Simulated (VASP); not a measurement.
Set up this calculation in VASP 6.6.1, as the native input.

```yaml
Task: single point
Functional: LDA
Potentials_or_basis: VASP PAW LDA potentials, release 64 (Te)
Cutoff: 520 eV
k_mesh: 3 × 3 × 6
Occupations: methfessel-paxton, width 0.15 eV
Spin: no spin polarisation
Dipole_correction: no
Further_INCAR_settings: ALGO = Normal; EDIFF = 1e-06; NBANDS = 13
```

The structure of Te lies in POSCAR:

```
Te
1.0
    8.8622930000      0.0000000000      0.0000000000
    0.0000000000      8.8622930000      0.0000000000
    0.0000000000      0.0000000000      4.1763140000
Te
2
Direct
    0.0000000000      0.0000000000      0.0000000000
    0.5000000000      0.5000000000      0.5000000000
```

One way to write it, as run:

INCAR

```
SYSTEM = Te
PREC = Accurate
ENCUT = 520
EDIFF = 1E-6
ISMEAR = 1
SIGMA = 0.15
LREAL = .False.
LASPH = .True.
NELM = 100
ALGO = Normal
ISIF = 2
LWAVE = .False.
LCHARG = .False.
GGA = CA
NBANDS = 13
```

KPOINTS

```
Automatic mesh
0
Gamma
  3 3 6
  0 0 0
```

Potentials or basis: VASP PAW LDA potentials, release 64 (Te).

Run with:

```console
$ cat potpaw_LDA.64/Te/POTCAR > POTCAR
$ mpirun -np 1 vasp_std > vasp.out
```

Results of the run:

The pressure is -1.4 GPa. The band gap on the k mesh is zero (bands 6 and 7 overlap by 0.09 eV).

Caveat: spin-orbit coupling is left out, which moves the levels of the heavy elements.

Run time: 55 s on 1 thread of AMD EPYC 7R43 64-Core Processor (Zen 3) (shared host), peak memory 0.27 GiB.
